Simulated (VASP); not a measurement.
A run of VASP 6.6.1:

INCAR

```
SYSTEM = Al7P8
ALGO = Normal
EDIFF = 1E-6
ENCUT = 400
GGA = PE
GGA_COMPAT = .FALSE.
ISIF = 2
ISMEAR = 0
LASPH = .TRUE.
LCHARG = .FALSE.
LREAL = .FALSE.
LWAVE = .FALSE.
NBANDS = 44
NELECT = 64.0
NELM = 120
PREC = Accurate
SIGMA = 0.05
```

Contents of KPOINTS:

```
k-points
0
G
  4 4 4
  0 0 0
```

The input POSCAR:

```
Al7P8
1.0
    0.0000000000      5.5065207351     -5.5065207351
    5.5065207351      5.5065207351      0.0000000000
    5.5065207351      0.0000000000     -5.5065207351
Al P
7 8
Direct
   -0.0128412625      0.3500000000      0.5128412625
    0.5000000000      0.0000000000      0.5000000000
    0.5000000000      0.5000000000      0.5000000000
    0.0000000000      0.0000000000      1.0000000000
    0.0000000000      0.5000000000      1.0000000000
    0.5000000000      0.0000000000      1.0000000000
    0.5000000000      0.5000000000      1.0000000000
    0.1250000000      0.1250000000      0.1250000000
    0.1250000000      0.6250000000      0.1250000000
    0.6250000000      0.1250000000      0.1250000000
    0.6250000000      0.6250000000      0.1250000000
    0.1250000000      0.1250000000      0.6250000000
    0.1250000000      0.6250000000      0.6250000000
    0.6250000000      0.1250000000      0.6250000000
    0.6250000000      0.6250000000      0.6250000000
```

Potentials or basis: VASP PAW PBE potentials, release 64 (Al, P).

Command:

```console
$ cat potpaw_PBE.64/Al/POTCAR potpaw_PBE.64/P/POTCAR > POTCAR
$ mpirun -np 1 vasp_std > vasp.out
```

Hardware: 1 thread of Intel(R) Xeon(R) 6975P-C (Granite Rapids), with other jobs on the host.

How long does it take, and how much memory?

It took 6 min on 1 thread of Intel(R) Xeon(R) 6975P-C (Granite Rapids) (shared host), peak memory 0.53 GiB. Counts: scf iterations 16, k points 36.
